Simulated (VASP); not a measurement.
Set up this calculation in VASP 6.6.1, as the native input.

- Task: single point
- Functional: LDA
- Potentials or basis: VASP PAW LDA potentials, release 64 (Sb)
- Cutoff: 520 eV
- k mesh: 13 × 13 × 13
- Occupations: fermi-dirac, width 0.1 eV
- Spin: no spin polarisation
- Dipole correction: no
- Further INCAR settings: ALGO = Normal; EDIFF = 1e-07; NBANDS = 8

The structure of Sb lies in POSCAR:

```
Sb
1.0
   -1.8296855521      1.8296855521      1.8296855521
    1.8296855521     -1.8296855521      1.8296855521
    1.8296855521      1.8296855521     -1.8296855521
Sb
1
Direct
    0.0000000000      0.0000000000      0.0000000000
```

This cell differs from its parent crystal: volume scaled by 0.96.

The input as run:

INCAR

```
PREC     = Accurate       # precision mode
ENCUT    = 520            # plane-wave cutoff, eV
EDIFF    = 1E-7           # SCF threshold, eV
ISMEAR   = -1             # smearing method
SIGMA    = 0.1            # smearing width, eV
LREAL    = F              # projectors in reciprocal space
LASPH    = T              # aspherical terms in the spheres
NELM     = 80             # most SCF steps
ALGO     = Normal         # electronic algorithm
ISIF     = 2              # what is computed and relaxed
LWAVE    = F              # write WAVECAR
LCHARG   = F              # write CHGCAR
GGA      = CA             # functional
NBANDS   = 8              # bands
```

KPOINTS

```
regular mesh
0
Gamma
  13 13 13
```

Potentials or basis: VASP PAW LDA potentials, release 64 (Sb).

Run with:

```console
$ cat potpaw_LDA.64/Sb/POTCAR > POTCAR
$ mpirun -np 1 vasp_std > vasp.out
```

It gave:

```
Pressure : 3.1 GPa
```

Wall time 4.5 s on 1 thread of Intel(R) Xeon(R) 6975P-C (Granite Rapids), with other jobs on the host, peak memory 0.13 GiB.
